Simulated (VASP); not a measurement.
Here is a VASP 6.6.1 calculation.

Contents of INCAR:

```
SYSTEM = Ga
ALGO = Fast
EDIFF = 1E-7
ENCUT = 520
GGA = PE
ISIF = 2
ISMEAR = 0
LASPH = .True.
LCHARG = .False.
LREAL = .False.
LWAVE = .False.
NBANDS = 34
NELM = 60
PREC = Accurate
SIGMA = 0.05
```

KPOINTS

```
k-points
0
Gamma
  10 10 10
  0 0 0
```

The input POSCAR:

```
Ga
1.0
    2.3092081860     -3.8914483194      0.0000000000
    2.3092081860      3.8914483194      0.0000000000
    0.0000000000      0.0000000000      4.6135432047
Ga
4
Direct
    0.8433069999      0.1566930001      0.0822993304
    0.6566930001      0.3433069999      0.5822993304
    0.1566930001      0.8433069999      0.9177006696
    0.3433069999      0.6566930001      0.4177006696
```

Potentials or basis: VASP PAW PBE potentials, release 64 (Ga_d).

Launch:

```sh
$ cat potpaw_PBE.64/Ga_d/POTCAR > POTCAR
$ mpirun -np 1 vasp_std > vasp.out
```

**Question.** Predict the band gap on the k mesh.

**Answer.** Zero (bands 26 and 27 overlap by 1.30 eV).

**Question.** Predict the pressure.

**Answer.** -0.8 GPa.

Forces on the atoms (eV/Å):
```
Ga   0.000 -0.001 -0.002
Ga   0.000  0.001 -0.002
Ga   0.000  0.001  0.002
Ga   0.000 -0.001  0.002
```
